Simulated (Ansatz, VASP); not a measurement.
**Two plane-wave programs on AlH6**

```
CELL_PARAMETERS angstrom
3.61519 0.00000 0.00000
-1.80759 3.13085 0.00000
0.00000 0.00000 3.60655
ATOMIC_POSITIONS crystal
Al 0.00000 0.00000 0.00000
H 0.33333 0.66667 0.50000
H 0.66667 0.33333 0.50000
H 0.50000 0.00000 0.00000
H 0.00000 0.50000 0.00000
H 0.50000 0.50000 0.00000
H 0.00000 0.00000 0.50000
```

Alike in both runs: functional PBE; k mesh 12 × 12 × 10; occupations gaussian, width 0.1 eV; no spin polarisation.

Ansatz relaxed the structure, and its values are those at the end. VASP's run is a single point on that final structure, the one shown.

```csv
,VASP,Ansatz
version,VASP 6.6.1,Ansatz 0.2.0
potentials or method,"VASP PAW PBE potentials, release 64 (Al, H), cutoff 520 eV","scalar-relativistic, plane waves, PAW"
valence electrons in the cell,9,9
```

Ansatz gave:

```
gap on the k mesh at the Fermi level (eV) : none
pressure (GPa)                            : 0.0
```

Q: Which values does VASP return?

A: gap on the k mesh at the Fermi level (eV): none; pressure (GPa): -0.3.

A gap of «none» marks a metal or a gap that the smearing closes.
